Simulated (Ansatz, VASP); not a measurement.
BN in VASP and in Ansatz

The input INCAR:

```
SYSTEM = BN
PREC = Accurate
ENCUT = 520
EDIFF = 1E-6
ISMEAR = 0
SIGMA = 0.05
LREAL = .False.
LASPH = .True.
NELM = 100
ALGO = Normal
ISIF = 2
LWAVE = .False.
LCHARG = .True.
GGA = PE
IVDW = 12
LELF = .True.
LVHAR = .True.
NBANDS = 26
```

Contents of KPOINTS:

```
regular mesh
0
Gamma
  6 6 6
  0 0 0
```

File POSCAR:

```
BN
1.0
    0.0000000000      0.0000000000      4.3376638211
    2.5076849351      3.3394821895      2.1688319106
   -2.5076849351      3.3394821895      2.1688319106
B N
4 4
Direct
    0.5154838145      0.7500000000      0.2500000000
    0.5001068737      0.2500000000      0.7500000000
    0.0001068737      0.5000000000      0.5000000000
    0.0001068737      1.0000000000      0.0000000000
    0.1665931163      0.7500000000      0.2500000000
    0.1665931163      0.2500000000      0.7500000000
    0.6665931163      0.5000000000      0.5000000000
    0.6665931163      0.0000000000      0.0000000000
```

Input for Ansatz:

```yaml
crystal:
  lattice:
    - [0.0, 0.0, 4.3376638211]
    - [2.5076849351, 3.3394821895, 2.1688319106]
    - [-2.5076849351, 3.3394821895, 2.1688319106]
  atoms:
    - { symbol: B, position: [0.5154838145, 0.75, 0.25] }
    - { symbol: B, position: [0.5001068737, 0.25, 0.75] }
    - { symbol: B, position: [0.0001068737, 0.5, 0.5] }
    - { symbol: B, position: [0.0001068737, 1.0, 0.0] }
    - { symbol: "N", position: [0.1665931163, 0.75, 0.25] }
    - { symbol: "N", position: [0.1665931163, 0.25, 0.75] }
    - { symbol: "N", position: [0.6665931163, 0.5, 0.5] }
    - { symbol: "N", position: [0.6665931163, 0.0, 0.0] }
basis:
  ecutwfc: 420
kpoints:
  mp_grid: { grid: [6, 6, 6] }
hamiltonian:
  xc: pbe
  dispersion: d3bj
scf:
  occupations: { method: gaussian, width: 0.05 }
output:
  forces: true
  stress: true
  eigenvalues: true
```

Alike in both runs: task single point; functional PBE; dispersion D3(BJ); k mesh 6 × 6 × 6; occupations gaussian, width 0.05 eV; no spin polarisation.

|  | VASP | Ansatz |
| --- | --- | --- |
| version | VASP 6.6.1 | Ansatz 0.2.0 |
| potentials or method | VASP PAW PBE potentials, release 64 (B, N), cutoff 520 eV | scalar-relativistic, plane waves, PAW |
| valence electrons in the cell | 32 | 32 |

VASP gave:

```
gap on the k mesh at the Fermi level (eV)                     : 3.76
least direct gap on the mesh (eV)                             : 3.97
pressure (GPa)                                                : 0.5
traceless stress, the component that is largest in VASP (GPa) : 1.99
rms of the force components (eV/Å)                            : 0.699
```

Question: What did Ansatz give for the same quantities?

Answer: gap on the k mesh at the Fermi level (eV): 3.77; least direct gap on the mesh (eV): 3.98; pressure (GPa): 0.4; traceless stress, the component that is largest in VASP (GPa): 1.89; rms of the force components (eV/Å): 0.699.

Atom by atom the forces differ by 0.002 eV/Å (rms over components).
